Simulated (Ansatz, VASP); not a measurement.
**MoAu in VASP and in Ansatz**

INCAR

```
ALGO = Normal
EDIFF = 1E-6
ENCUT = 500
GGA = PE
GGA_COMPAT = F
ISIF = 2
ISMEAR = -1
LASPH = T
LCHARG = F
LREAL = F
LWAVE = F
NBANDS = 60
NELM = 120
PREC = Accurate
SIGMA = 0.1
```

The input KPOINTS:

```
k-points
0
Gamma
  7 7 7
```

File POSCAR:

```
MoAu
1.0
    5.0234560000      0.0000000000      0.0000000000
    0.0000000000      5.0234560000      0.0000000000
    0.0000000000      0.0000000000      5.0234560000
Au Mo
4 4
Direct
    0.1500000000      0.1500000000      0.1500000000
    0.3500000000      0.8500000000      0.6500000000
    0.6500000000      0.3500000000      0.8500000000
    0.8500000000      0.6500000000      0.3500000000
    0.8440000000      0.8440000000      0.8440000000
    0.6560000000      0.1560000000      0.3440000000
    0.3440000000      0.6560000000      0.1560000000
    0.1560000000      0.3440000000      0.6560000000
```

Input for Ansatz:

```yaml
crystal:
  lattice:
    - [5.023456, 0.0, 0.0]
    - [0.0, 5.023456, 0.0]
    - [0.0, 0.0, 5.023456]
  atoms:
    - { symbol: Au, position: [0.15, 0.15, 0.15] }
    - { symbol: Au, position: [0.35, 0.85, 0.65] }
    - { symbol: Au, position: [0.65, 0.35, 0.85] }
    - { symbol: Au, position: [0.85, 0.65, 0.35] }
    - { symbol: Mo, position: [0.844, 0.844, 0.844] }
    - { symbol: Mo, position: [0.656, 0.156, 0.344] }
    - { symbol: Mo, position: [0.344, 0.656, 0.156] }
    - { symbol: Mo, position: [0.156, 0.344, 0.656] }
  symmetry: { tolerance: 0.0003 }
kpoints:
  mp_grid: { grid: [7, 7, 7], shift: [0, 0, 0] }
  band_path:
    path:
      - [0.0, 0.0, 0.0]
      - [0.0, 0.5, 0.0]
      - [0.5, 0.5, 0.0]
      - [0.0, 0.0, 0.0]
      - [0.5, 0.5, 0.5]
      - [0.0, 0.5, 0.0]
      - [0.5, 0.5, 0.5]
      - [0.5, 0.5, 0.0]
      - [0.5, 0.0, 0.0]
    npoints: 7
magnetization:
  spin_polarized: false
scf:
  occupations: { method: fermi_dirac }
  lower_state_search: "off"
  max_iter: 200
hamiltonian:
  pseudopotentials: { kind: paw }
  xc: pbe
basis:
  ecutwfc: 420
  fft_grid_basis: typed
output:
  forces: true
  stress: true
  eigenvalues: true
  bader: true
  populations: true
  elf: true
  write_potential: true
  volumetric_format: npy
  dos:
    e_range: [-12, 8]
    de: 0.05
    projected: { site_lists: { Au: [Au], Mo: [Mo] } }
checkpoint:
  read: saved_state
```

Alike in both runs: task single point; functional PBE; k mesh 7 × 7 × 7; no spin polarisation.

```csv
,VASP,Ansatz
version,VASP 6.6.1,Ansatz 0.2.0
potentials or method,"VASP PAW PBE potentials, release 64 (Au, Mo_sv), cutoff 500 eV",PAW plane waves
occupations,"fermi-dirac, width 0.1 eV",fermi-dirac
valence electrons in the cell,100,132
```

Ansatz gave:

| Property | Result |
| --- | --- |
| pressure (GPa) | 17.6 |
| rms of the force components (eV/Å) | 0.323 |

Problem. What did VASP give for the same quantities?

Solution. Pressure (GPa): 17.5; rms of the force components (eV/Å): 0.323.

Atom by atom the forces differ by 0.000 eV/Å (rms over components). VASP's potentials hold 100 valence electrons a cell and Ansatz's 132, so a difference there can come from the potentials and not from the codes.

Neither program's run includes spin-orbit coupling.
